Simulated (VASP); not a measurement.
# AgO2 (Fm-3m) in VASP: a series of runs

AgO2 is run at these levels: PBE; tasks: single point.

Everything below comes from runs of VASP 6.6.1. Logs are shortened: lines on timing, memory, paths and dates and some standing lists are left out, and cuts for length are marked.

## 1. The cell of the first run

Symmetry: Fm-3m, No. 225, cubic system. Conventional cell: a = 5.138 Å, b = 5.138 Å, c = 5.138 Å, α = 90.00°, β = 90.00°, γ = 90.00°. Ag (site symmetry m-3m) has 8 O at 2.22 Å within 2.9 Å. Within 2.9 Å of O (site symmetry -43m) lie 4 Ag at 2.22 Å and 6 O at 2.57 Å.

## 2. Single point, PBE

INCAR reads:

```
PREC = Accurate ; ENCUT = 520
EDIFF = 1E-6 ; ISMEAR = 0
SIGMA = 0.1 ; LREAL = False
LASPH = True ; NELM = 80
ALGO = Normal ; ISIF = 2
LWAVE = False ; LCHARG = True
GGA = PE ; LELF = True
LVHAR = True ; NBANDS = 18
```

KPOINTS reads:

```
Automatic mesh
0
Gamma
  6 6 6
```

POSCAR reads:

```
AgO2
1.0
    0.0000000000      2.5690596254      2.5690596254
    2.5690596254      0.0000000000      2.5690596254
    2.5690596254      2.5690596254      0.0000000000
Ag O
1 2
Direct
    0.0000000000      0.0000000000      0.0000000000
    0.2500000000      0.2500000000      0.2500000000
    0.7500000000      0.7500000000      0.7500000000
```

Potentials or basis: VASP PAW PBE potentials, release 64 (Ag, O).

Run with:

```
$ cat potpaw_PBE.64/Ag/POTCAR potpaw_PBE.64/O/POTCAR > POTCAR
$ mpirun -np 1 vasp_std > vasp.out
```

OUTCAR:

```text
PREC = Accurate
   ENCUT = 520
   EDIFF = 1E-6
   ISMEAR = 0
   LREAL = False
   LASPH = True
   NELM = 80
   ISIF = 2
   GGA = PE

 ion  position               nearest neighbor table
   1  0.000  0.000  0.000-   3 2.22   3 2.22   3 2.22   2 2.22   3 2.22   2 2.22   2 2.22   2 2.22

   2  0.250  0.250  0.250-   1 2.22   1 2.22   1 2.22   1 2.22
   3  0.750  0.750  0.750-   1 2.22   1 2.22   1 2.22   1 2.22

  LATTYP: Found a face centered cubic cell.
 ALAT       =     5.1381192508

  Lattice vectors:

 A1 = (   0.0000000000,   2.5690596254,   2.5690596254)
 A2 = (   2.5690596254,   0.0000000000,   2.5690596254)
 A3 = (   2.5690596254,   2.5690596254,   0.0000000000)

Analysis of symmetry for initial positions (statically):
=====================================================================
 Subroutine PRICEL returns:
 Original cell was already a primitive cell.

 Routine SETGRP: Setting up the symmetry group for a
 face centered cubic supercell.

 Subroutine GETGRP returns: Found 48 space group operations
 (whereof 48 operations were pure point group operations)
 out of a pool of 48 trial point group operations.

The static configuration has the point symmetry O_h .

Analysis of symmetry for dynamics (positions and initial velocities):
=====================================================================
 Subroutine PRICEL returns:
 Original cell was already a primitive cell.

 Routine SETGRP: Setting up the symmetry group for a
 face centered cubic supercell.

 Subroutine GETGRP returns: Found 48 space group operations
 (whereof 48 operations were pure point group operations)
 out of a pool of 48 trial point group operations.

The dynamic configuration has the point symmetry O_h .

 Subroutine INISYM returns: Found 48 space group operations
 (whereof 48 operations are pure point group operations),
 and found     1 'primitive' translations

----------------------------------------------------------------------------------------

                                     Primitive cell

  volume of cell :      33.9119

  direct lattice vectors                    reciprocal lattice vectors
     0.000000000  2.569059625  2.569059625    -0.194623743  0.194623743  0.194623743
     2.569059625  0.000000000  2.569059625     0.194623743 -0.194623743  0.194623743
     2.569059625  2.569059625  0.000000000     0.194623743  0.194623743 -0.194623743

  length of vectors
     3.633198965  3.633198965  3.633198965     0.337098211  0.337098211  0.337098211

  position of ions in fractional coordinates (direct lattice)
     0.000000000  0.000000000  0.000000000
     0.250000000  0.250000000  0.250000000
     0.750000000  0.750000000  0.750000000

  ion indices of the primitive-cell ions
   primitive index   ion index
                 1           1
                 2           2
                 3           3

----------------------------------------------------------------------------------------

 KPOINTS: Automatic mesh

Automatic generation of k-mesh.
 Grid dimensions read from file:
 generate k-points for:    6    6    6

 Generating k-lattice:

  Cartesian coordinates                     Fractional coordinates (reciprocal lattice)
    -0.032437290  0.032437290  0.032437290     0.166666667  0.000000000  0.000000000
     0.032437290 -0.032437290  0.032437290     0.000000000  0.166666667  0.000000000
     0.032437290  0.032437290 -0.032437290     0.000000000  0.000000000  0.166666667

  Length of vectors
     0.056183035  0.056183035  0.056183035

  Shift w.r.t. Gamma in fractional coordinates (k-lattice)
     0.000000000  0.000000000  0.000000000

 Subroutine IBZKPT returns following result:
 ===========================================

 Found     16 irreducible k-points:

 Following reciprocal coordinates:
            Coordinates               Weight
  0.000000  0.000000  0.000000      1.000000
  0.166667  0.000000  0.000000      8.000000
  0.333333  0.000000  0.000000      8.000000
  0.500000  0.000000  0.000000      4.000000
  0.166667  0.166667  0.000000      6.000000
  0.333333  0.166667  0.000000     24.000000
[... 8 lines left out ...]
 -0.333333  0.333333  0.166667     24.000000
 -0.333333  0.500000  0.166667     12.000000
   k-points           NKPTS =     16   k-points in BZ     NKDIM =     16   number of bands    NBANDS=     18
   number of dos      NEDOS =    301   number of ions     NIONS =      3
   total plane-waves  NPLWV =  21952
   dimension x,y,z NGX =    28 NGY =   28 NGZ =   28
   dimension x,y,z NGXF=    56 NGYF=   56 NGZF=   56
   ions per type =               1   2
   NGX,Y,Z   is equivalent  to a cutoff of  12.81, 12.81, 12.81 a.u.
   NGXF,Y,Z  is equivalent  to a cutoff of  25.62, 25.62, 25.62 a.u.
 SYSTEM =  unknown system
   PREC   = accura    normal or accurate (medium, high low for compatibility)
   ISTART =      0    job   : 0-new  1-cont  2-samecut
   ICHARG =      2    charge: 1-file 2-atom 10-const
   ISPIN  =      1    spin polarized calculation?
   LNONCOLLINEAR =      F non collinear calculations
   LSORBIT =      F    spin-orbit coupling
   LASPH  =      T    aspherical Exc in radial PAW
   ENCUT  =  520.0 eV  38.22 Ry    6.18 a.u.   6.76  6.76  6.76*2*pi/ulx,y,z
   NELM   =     80;   NELMIN=  2; NELMDL= -5     # of ELM steps
   EDIFF  = 0.1E-05   stopping-criterion for ELM
   LREAL  =      F    real-space projection
   EDIFFG = 0.1E-04   stopping-criterion for IOM
   NSW    =      0    number of steps for IOM
   IBRION =     -1    ionic relax: 0-MD 1-quasi-New 2-CG
   NFREE  =      0    steps in history (QN), initial steepest desc. (CG)
   ISIF   =      2    stress and relaxation
   ISYM   =      2    0-nonsym 1-usesym 2-fastsym
   POTIM  = 0.5000    time-step for ionic-motion
   TEBEG  =    0.0;   TEEND  =   0.0 temperature during run
   PSTRESS=    0.0 pullay stress
   NELECT =      23.0000    total number of electrons
   NUPDOWN=      -1.0000    fix difference up-down
   EMIN   =  10.00;   EMAX   =-10.00  energy-range for DOS
   EFERMI =   0.00;   METHOD = LEGACY
   ISMEAR =     0;   SIGMA  =   0.10  broadening in eV -4-tet -1-fermi 0-gaus
   EFERMI_NEDOS =   21; number of points for ismear=-14 and -15
   IALGO  =     38    algorithm
   IMIX   =      4    mixing-type and parameters
     AMIX     =   0.40;   BMIX     =  1.00
     AMIX_MAG =   1.60;   BMIX_MAG =  1.00
  volume/ion in A,a.u.               =      11.30        76.28
  Fermi-wavevector in a.u.,A,eV,Ry     =   1.438357  2.718100 28.148684  2.068870
  Thomas-Fermi vector in A             =   2.557332
   LORBIT       =      0    0 simple, 1 ext, 2 COOP (PROOUT), +10 PAW based schemes
   GGA     = PE    functional components
   LHFCALC =     F    Hartree Fock is set to
   AEXX    =    0.0000 exact exchange contribution
   IVDW    =     0    specifies the selected vdW correction
   LEPSILON=     F    determine dielectric tensor
   LRPA    =     F    only Hartree local field effects (RPA)
 non-spin polarized calculation
 Gauss-broadening in eV      SIGMA  =   0.10
  energy-cutoff  :      520.00
  volume of cell :       33.91
 maximum number of plane-waves:       941
   NGX = 13   NGY = 13   NGZ = 13

 number of electron      22.9999997 magnetization

 Free energy of the ion-electron system (eV)
  ---------------------------------------------------
  ext. energy  EPLUGINS =         0.00000000
  ---------------------------------------------------
  free energy    TOTEN  =       -11.07196214 eV

  energy without entropy =      -11.04412288  energy(sigma->0) =      -11.05804251

 E-fermi :   4.7799     XC(G=0): -11.5478

 val. band max:        4.6918082867   @ k =  -0.1667   0.1667   0.0000
 cond. band min:       4.7866848697   @ k =  -0.3333   0.1667   0.0000
 fundamental gap:      0.0948765831
 Fermi energy:         4.7798811710

 k-point     1 :       0.0000    0.0000    0.0000
  band No.  band energies     occupation
      1     -14.1925      2.00000
      2     -11.4582      2.00000
      3      -2.0023      2.00000
      4      -2.0023      2.00000
      5      -2.0023      2.00000
      6       0.5808      2.00000
[... 10 lines left out ...]
     17      16.6269      0.00000
     18      22.6349      0.00000

 k-point     2 :       0.1667    0.0000    0.0000
  band No.  band energies     occupation
      1     -13.9909      2.00000
      2     -11.6905      2.00000
      3      -1.8354      2.00000
      4      -1.8354      2.00000
      5      -1.4472      2.00000
      6       0.4796      2.00000
[... 10 lines left out ...]
     17      17.2756      0.00000
     18      23.7436      0.00000

 k-point     3 :       0.3333    0.0000    0.0000
  band No.  band energies     occupation
      1     -13.4814      2.00000
      2     -12.2111      2.00000
      3      -1.5091      2.00000
      4      -1.5091      2.00000
      5      -0.1287      2.00000
      6       0.4739      2.00000
[... 10 lines left out ...]
     17      18.8622      0.00000
     18      23.3288      0.00000

 k-point     4 :       0.5000    0.0000    0.0000
  band No.  band energies     occupation
      1     -12.9801      2.00000
      2     -12.6938      2.00000
      3      -1.3732      2.00000
      4      -1.3732      2.00000
      5       0.5561      2.00000
      6       0.7031      2.00000
[... 207 lines left out ...]
      4      -0.9322      2.00000
      5      -0.7582      2.00000
      6       0.5698      2.00000
[... 10 lines left out ...]
     17      19.2285      0.00000
     18      20.7380      0.00000

 k-point    15 :      -0.3333    0.3333    0.1667
  band No.  band energies     occupation
      1     -12.8067      2.00000
      2     -12.7334      2.00000
      3      -1.4171      2.00000
      4      -0.9046      2.00000
      5      -0.5076      2.00000
      6       0.1633      2.00000
[... 10 lines left out ...]
     17      18.7897      0.00000
     18      21.4892      0.00000

 k-point    16 :      -0.3333    0.5000    0.1667
  band No.  band energies     occupation
      1     -12.8708      2.00000
      2     -12.6169      2.00000
      3      -1.7708      2.00000
      4      -0.6349      2.00000
      5      -0.1018      2.00000
      6      -0.0553      2.00000
[... 10 lines left out ...]
     17      19.0090      0.00000
     18      21.4210      0.00000

------------------------ aborting loop because EDIFF is reached ----------------------------------------

  FORCE on cell =-STRESS in cart. coord.  units (eV):
  Direction    XX          YY          ZZ          XY          YZ          ZX
  --------------------------------------------------------------------------------------
  -------------------------------------------------------------------------------------
  Total        0.3928219      0.3928219      0.3928219     -0.0000000     -0.0000000      0.0000000
  in kB       18.5589655     18.5589655     18.5589655     -0.0000000     -0.0000000      0.0000000
  external PRESSURE =      18.5589655 kB  Pullay stress =       0.0000000 kB

 VOLUME and BASIS-vectors are now :
 -----------------------------------------------------------------------------
  energy-cutoff  :      520.00
  volume of cell :       33.91
      direct lattice vectors                 reciprocal lattice vectors
     0.000000000  2.569059625  2.569059625    -0.194623743  0.194623743  0.194623743
     2.569059625  0.000000000  2.569059625     0.194623743 -0.194623743  0.194623743
     2.569059625  2.569059625  0.000000000     0.194623743  0.194623743 -0.194623743

 POSITION                                       TOTAL-FORCE (eV/Angst)
 -----------------------------------------------------------------------------------
      0.00000      0.00000      0.00000        -0.000000      0.000000      0.000000
      1.28453      1.28453      1.28453        -0.000000     -0.000000     -0.000000
      3.85359      3.85359      3.85359         0.000000      0.000000      0.000000
 -----------------------------------------------------------------------------------
    total drift:                                0.000000      0.000000      0.000000

  FREE ENERGIE OF THE ION-ELECTRON SYSTEM (eV)
  ---------------------------------------------------
  free  energy   TOTEN  =       -11.0719621389 eV

  energy  without entropy=      -11.0441228840  energy(sigma->0) =      -11.05804251
```

It took 13 s on 1 thread of Intel Xeon Platinum 8259CL at 2.50GHz (Skylake/Cascade Lake), shared host; peak memory 0.16 GiB.

Results:

```yaml
Free_energy: -11.0720 eV
Pressure: 1.9 GPa
Band_gap_on_the_k_mesh: zero (an odd number of electrons rules out a gap without spin polarisation)
```

Caveat: an odd number of electrons without spin polarisation forces a metal; a magnetic or distorted state may lie lower.

## 3. Single point, PBE, collinear spin, ferromagnetic start

This run uses another cell than the first one, of 11.80 Å³/atom.

INCAR reads:

```
  PREC = Accurate
  ENCUT = 520
  EDIFF = 1E-6
  ISMEAR = 0
  SIGMA = 0.1
  LREAL = False
  LASPH = True
  NELM = 150
  ALGO = Normal
  ISIF = 2
  LWAVE = False
  LCHARG = True
  ISPIN = 2
  MAGMOM = 0.27 0.43 0.43
  LORBIT = 11
  LMAXMIX = 4
  GGA = PE
  LELF = True
  LVHAR = True
  NBANDS = 22
```

KPOINTS reads:

```
Automatic mesh
0
Gamma
  16 16 16
```

POSCAR reads:

```
AgO2
1.0
    0.0000000000      2.6057402832      2.6057402832
    2.6057402832      0.0000000000      2.6057402832
    2.6057402832      2.6057402832      0.0000000000
Ag O
1 2
Direct
    0.0000000000      0.0000000000      0.0000000000
    0.2500000000      0.2500000000      0.2500000000
    0.7500000000      0.7500000000      0.7500000000
```

Potentials or basis: VASP PAW PBE potentials, release 64 (Ag, O).

Run with:

```
$ cat potpaw_PBE.64/Ag/POTCAR potpaw_PBE.64/O/POTCAR > POTCAR
$ mpirun -np 1 vasp_std > vasp.out
```

Wall time 3.6 min (1 thread of Intel Xeon Platinum 8259CL at 2.50GHz (Skylake/Cascade Lake), shared host); peak memory 0.29 GiB.

Results (log left out):

| Property | Result |
| --- | --- |
| Free energy | -11.1347 eV |
| Pressure | -0.1 GPa |
| Net moment | 1.81 μB per cell |
| Site moments | Ag +0.38; O +0.63 μB |
| Valence electrons inside the program's atomic spheres | Ag 9.60; O 4.79 |

Levels at points of the mesh, in eV from the Fermi level:
Spin up:
| k point | band 8 | band 9 | band 10 | band 11 | band 12 | band 13 | band 14 | band 15 | band 16 | band 17 |
| --- | --- | --- | --- | --- | --- | --- | --- | --- | --- | --- |
| (0.00, 0.00, 0.00) | -1.64 | -1.64 | -1.64 | 0.08 | 0.08 | 0.08 | 4.45 | 12.00 | 12.00 | 12.00 |
| (0.50, 0.00, 0.00) | -3.36 | -2.87 | -2.87 | -2.84 | 0.04 | 0.04 | 8.59 | 9.30 | 15.02 | 15.02 |
| (0.50, 0.50, 0.00) | -3.42 | -3.03 | -2.80 | -0.97 | 0.07 | 0.07 | 8.92 | 10.65 | 11.43 | 15.34 |
Spin down:
| k point | band 7 | band 8 | band 9 | band 10 | band 11 | band 12 | band 13 | band 14 | band 15 | band 16 |
| --- | --- | --- | --- | --- | --- | --- | --- | --- | --- | --- |
| (0.00, 0.00, 0.00) | -3.46 | -0.45 | -0.45 | -0.45 | 0.99 | 0.99 | 0.99 | 4.78 | 12.03 | 12.03 |
| (0.50, 0.00, 0.00) | -3.33 | -2.38 | -2.22 | -1.82 | -1.82 | 0.99 | 0.99 | 9.14 | 9.74 | 15.23 |
| (0.50, 0.50, 0.00) | -3.48 | -3.23 | -2.57 | -2.43 | 0.29 | 1.21 | 1.21 | 9.19 | 10.89 | 11.85 |

The gap in the log of VASP goes by the Fermi energy; the results here count the filled bands.